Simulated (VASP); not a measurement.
# CaO (Fm-3m) in VASP: further runs

CaO is run at these levels: r2SCAN; tasks: dielectric tensor.

Everything below comes from runs of VASP 6.6.1. Logs are shortened: lines on timing, memory, paths and dates and some standing lists are left out, and cuts for length are marked.

## Step 1: The cell of the first run

The structure is cubic, space group Fm-3m (No. 225). Conventional cell: a = 4.699 Å, b = 4.699 Å, c = 4.699 Å, α = 90.00°, β = 90.00°, γ = 90.00°. Ca (site symmetry m-3m) has 6 O at 2.35 Å within 3.1 Å. O (site symmetry m-3m) has 6 Ca at 2.35 Å within 3.1 Å.

## Step 2: Dielectric tensor, r2SCAN (strain -2.0%)

Contents of INCAR:

```
ALGO = Normal
EDIFF = 1E-8
ENCUT = 520
ISIF = 2
ISMEAR = 0
LASPH = T
LCALCEPS = T
LCHARG = F
LMIXTAU = T
LREAL = F
LWAVE = F
METAGGA = R2SCAN
NELM = 100
PREC = Accurate
SIGMA = 0.01
```

Contents of KPOINTS:

```
k-points
0
Gamma
  8 8 8
```

Contents of POSCAR:

```
CaO
1.0
    0.0000000000      2.3495991113      2.3495991113
    2.3495991113      0.0000000000      2.3495991113
    2.3495991113      2.3495991113      0.0000000000
Ca O
1 1
Direct
    0.0000000000      0.0000000000      0.0000000000
    0.5000000000      0.5000000000      0.5000000000
```

Potentials or basis: VASP PAW PBE potentials, release 64 (Ca_sv, O).

The run is started by

```
$ cat potpaw_PBE.64/Ca_sv/POTCAR potpaw_PBE.64/O/POTCAR > POTCAR
$ mpirun -np 1 vasp_std > vasp.out
```

OUTCAR:

```text
EDIFF = 1E-8
   ENCUT = 520
   ISIF = 2
   ISMEAR = 0
   LASPH = T
   LREAL = F
   METAGGA = R2SCAN
   NELM = 100
   PREC = Accurate

 ion  position               nearest neighbor table
   1  0.000  0.000  0.000-   2 2.35   2 2.35   2 2.35   2 2.35   2 2.35   2 2.35
   2  0.500  0.500  0.500-   1 2.35   1 2.35   1 2.35   1 2.35   1 2.35   1 2.35

  LATTYP: Found a face centered cubic cell.
 ALAT       =     4.6991982226

  Lattice vectors:

 A1 = (   0.0000000000,   2.3495991113,   2.3495991113)
 A2 = (   2.3495991113,   0.0000000000,   2.3495991113)
 A3 = (   2.3495991113,   2.3495991113,   0.0000000000)

Analysis of symmetry for initial positions (statically):
=====================================================================
 Subroutine PRICEL returns:
 Original cell was already a primitive cell.

 Routine SETGRP: Setting up the symmetry group for a
 face centered cubic supercell.

 Subroutine GETGRP returns: Found 48 space group operations
 (whereof 48 operations were pure point group operations)
 out of a pool of 48 trial point group operations.

The static configuration has the point symmetry O_h .

Analysis of symmetry for dynamics (positions and initial velocities):
=====================================================================
 Subroutine PRICEL returns:
 Original cell was already a primitive cell.

 Routine SETGRP: Setting up the symmetry group for a
 face centered cubic supercell.

 Subroutine GETGRP returns: Found 48 space group operations
 (whereof 48 operations were pure point group operations)
 out of a pool of 48 trial point group operations.

The dynamic configuration has the point symmetry O_h .

 Subroutine INISYM returns: Found 48 space group operations
 (whereof 48 operations are pure point group operations),
 and found     1 'primitive' translations

----------------------------------------------------------------------------------------

                                     Primitive cell

  volume of cell :      25.9425

  direct lattice vectors                    reciprocal lattice vectors
     0.000000000  2.349599111  2.349599111    -0.212802260  0.212802260  0.212802260
     2.349599111  0.000000000  2.349599111     0.212802260 -0.212802260  0.212802260
[... 139 lines left out ...]
 fundamental gap:   9997.5895123233
 Fermi energy:         2.5365205221

 k-point     1 :       0.0000    0.0000    0.0000
  band No.  band energies     occupation
      1     -36.3688      2.00000
      2     -16.2054      2.00000
      3     -16.2054      2.00000
      4     -16.2054      2.00000
      5     -14.1950      2.00000
      6       2.4105      2.00000
      7       2.4105      2.00000
      8       2.4105      2.00000
      9   10000.0000      0.00000
     10   10000.0000      0.00000
     11   10000.0000      0.00000
     12   10000.0000      0.00000
[... 331 lines left out ...]
 k-point    24 :      -0.3750    0.2500    0.1250
  band No.  band energies     occupation
      1     -36.2101      2.00000
      2     -17.4646      2.00000
      3     -16.5005      2.00000
      4     -16.3600      2.00000
      5     -12.9678      2.00000
      6       0.2790      2.00000
      7       1.2266      2.00000
      8       1.2577      2.00000
      9   10000.0000      0.00000
     10   10000.0000      0.00000
     11   10000.0000      0.00000
     12   10000.0000      0.00000

 [... further k-points ...]

------------------------ aborting loop because EDIFF is reached ----------------------------------------

            Ionic dipole moment: p[ion]=(   -14.09759   -14.09759   -14.09759 ) |e| Angst

 Total electronic dipole moment: p[elc]=(     0.00000     0.00000     0.00363 ) |e| Angst

 MACROSCOPIC STATIC DIELECTRIC TENSOR (including local field effects)
 ------------------------------------------------------
           3.534164     0.000000    -0.000000
          -0.000000     3.534164    -0.000000
          -0.000000    -0.000000     3.534164
 ------------------------------------------------------

 PIEZOELECTRIC TENSOR (including local field effects) (e Angst)
          XX          YY          ZZ          XY          YZ          ZX
  --------------------------------------------------------------------------------
  x     0.00000     0.00000     0.00000     0.00000     0.00000     0.00000
  y     0.00000     0.00000     0.00000     0.00000     0.00000     0.00000
  z     0.00000     0.00000     0.00000     0.00000     0.00000     0.00000

 PIEZOELECTRIC TENSOR (including local field effects) (C/m^2)
          XX          YY          ZZ          XY          YZ          ZX
  --------------------------------------------------------------------------------
  x     0.00000     0.00000     0.00000     0.00000     0.00000     0.00000
  y     0.00000     0.00000     0.00000     0.00000     0.00000     0.00000
  z     0.00000     0.00000     0.00000     0.00000     0.00000     0.00000

 BORN EFFECTIVE CHARGES (including local field effects) (in |e|, cummulative output)
 ---------------------------------------------------------------------------------
 ion    1
    1     2.33097    -0.00000    -0.00000
    2     0.00000     2.33097     0.00000
    3     0.00000     0.00000     2.33097
 ion    2
    1    -2.33097     0.00000     0.00000
    2    -0.00000    -2.33097    -0.00000
    3    -0.00000    -0.00000    -2.33097

  FORCE on cell =-STRESS in cart. coord.  units (eV):
  Direction    XX          YY          ZZ          XY          YZ          ZX
  --------------------------------------------------------------------------------------
  -------------------------------------------------------------------------------------
  Total        1.5309941      1.5309941      1.5309941     -0.0000000      0.0000000     -0.0000000
  in kB       94.5524514     94.5524514     94.5524514     -0.0000000      0.0000000     -0.0000000
  external PRESSURE =      94.5524514 kB  Pullay stress =       0.0000000 kB

 VOLUME and BASIS-vectors are now :
 -----------------------------------------------------------------------------
  energy-cutoff  :      520.00
  volume of cell :       25.94
      direct lattice vectors                 reciprocal lattice vectors
     0.000000000  2.349599111  2.349599111    -0.212802260  0.212802260  0.212802260
     2.349599111  0.000000000  2.349599111     0.212802260 -0.212802260  0.212802260
     2.349599111  2.349599111  0.000000000     0.212802260  0.212802260 -0.212802260

 POSITION                                       TOTAL-FORCE (eV/Angst)
 -----------------------------------------------------------------------------------
      0.00000      0.00000      0.00000        -0.000000      0.000000      0.000000
      2.34960      2.34960      2.34960         0.000000     -0.000000     -0.000000
 -----------------------------------------------------------------------------------
    total drift:                                0.000000      0.000000      0.000000

  FREE ENERGIE OF THE ION-ELECTRON SYSTEM (eV)
  ---------------------------------------------------
  free  energy   TOTEN  =       -19.4001754382 eV

  energy  without entropy=      -19.4001754382  energy(sigma->0) =      -19.40017544
```

stdout:

```text
POSCAR found type information on POSCAR CaO
 POSCAR found :  2 types and       2 ions
 scaLAPACK will be used
 -----------------------------------------------------------------------------
|                                                                             |
[... 110 lines left out ...]
dp_tot=( -0.372E-06 -0.408E-06  0.365E-02 )  diag[e(oo)]=(    ---      ---    3.54637 )
 p_tot=( -0.141E+02 -0.141E+02 -0.141E+02 )
dp_tot=( -0.372E-06 -0.408E-06  0.364E-02 )  diag[e(oo)]=(    ---      ---    3.54108 )
 p_tot=( -0.141E+02 -0.141E+02 -0.141E+02 )
dp_tot=( -0.370E-06 -0.406E-06  0.364E-02 )  diag[e(oo)]=(    ---      ---    3.53648 )
 final diagonalization full
 p_tot=( -0.141E+02 -0.141E+02 -0.141E+02 )
dp_tot=( -0.370E-06 -0.406E-06  0.363E-02 )  diag[e(oo)]=(    ---      ---    3.53406 )
```

Run time: 26 min. Hardware: 1 thread of Intel Xeon 6975P-C (Granite Rapids), shared host; peak memory 0.35 GiB.

Results:

```yaml
Band_gap_on_the_k_mesh: 4.16 eV (least direct gap 4.51 eV)
Electronic_dielectric_tensor_diagonal: 3.53
Born_charges_mean_of_the_diagonal: Ca +2.33; O -2.33 e
```

Levels at points of the mesh, in eV from the valence-band top:
| k point | band 6 | band 7 | band 8 | band 9 | band 10 | band 11 |
| --- | --- | --- | --- | --- | --- | --- |
| (0.00, 0.00, 0.00) | 0.00 | 0.00 | 0.00 | 6.02 | 7.02 | 7.02 |
| (0.50, 0.00, 0.00) | -2.77 | -1.34 | -1.34 | 8.03 | 9.43 | 9.43 |
| (0.50, 0.50, 0.00) | -1.25 | -0.35 | -0.35 | 4.16 | 9.28 | 10.02 |

Electronic dielectric tensor:
```
3.53 0.00 0.00
0.00 3.53 0.00
0.00 0.00 3.53
```

Born effective charge tensors (e):
atom 1, Ca
```
2.33 0.00 0.00
0.00 2.33 0.00
0.00 0.00 2.33
```
atom 2, O
```
-2.33  0.00  0.00
 0.00 -2.33  0.00
 0.00  0.00 -2.33
```

Dipole moments of the cell (e·Å, modulo the quantum): ionic -14.098, -14.098, -14.098; electronic 0.000, 0.000, 0.004

Caveat: the cell differs from its parent crystal (strain -2.0%); the PAW data sets were made with another functional, which shifts forces and pressure a little. A k mesh can miss the band edges.

(Part 1 of 2 ends here.)

The gap in the log of VASP goes by the Fermi energy; the results here count the filled bands.